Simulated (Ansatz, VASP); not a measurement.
Cs: VASP beside Ansatz

```xyz
2
Lattice="5.4873 0.0000 0.0000 -2.7436 4.7912 0.0000 0.0000 0.0000 9.4424" Properties=species:S:1:pos:R:3 pbc="T T T"
Cs    0.0000    3.4426    2.3606
Cs    2.7436    1.3486    7.0818
```

Alike in both runs: task single point; functional PBEsol; k mesh 8 × 8 × 4; occupations gaussian, width 0.1 eV; no spin polarisation.

|  | VASP | Ansatz |
| --- | --- | --- |
| version | VASP 6.6.1 | Ansatz 0.2.0 |
| potentials or method | VASP PAW PBE potentials, release 64 (Cs_sv), cutoff 520 eV | scalar-relativistic, plane waves, PAW |
| valence electrons in the cell | 18 | 18 |

|  | VASP | Ansatz | Ansatz less VASP |
| --- | --- | --- | --- |
| gap on the k mesh at the Fermi level (eV) | none | none | - |
| pressure (GPa) | -0.2 | -0.2 | +0.01 |
| traceless stress, the component that is largest in VASP (GPa) | -0.07 | -0.07 | 0.000 |
| rms of the force components (eV/Å) | 0.011 | 0.011 | -0.0002 |

VASP's potentials were made for PBE, not for PBEsol. Atom by atom the forces differ by 0.000 eV/Å (rms over components). A gap of «none» marks a metal or a gap that the smearing closes.

Neither program's run includes spin-orbit coupling.
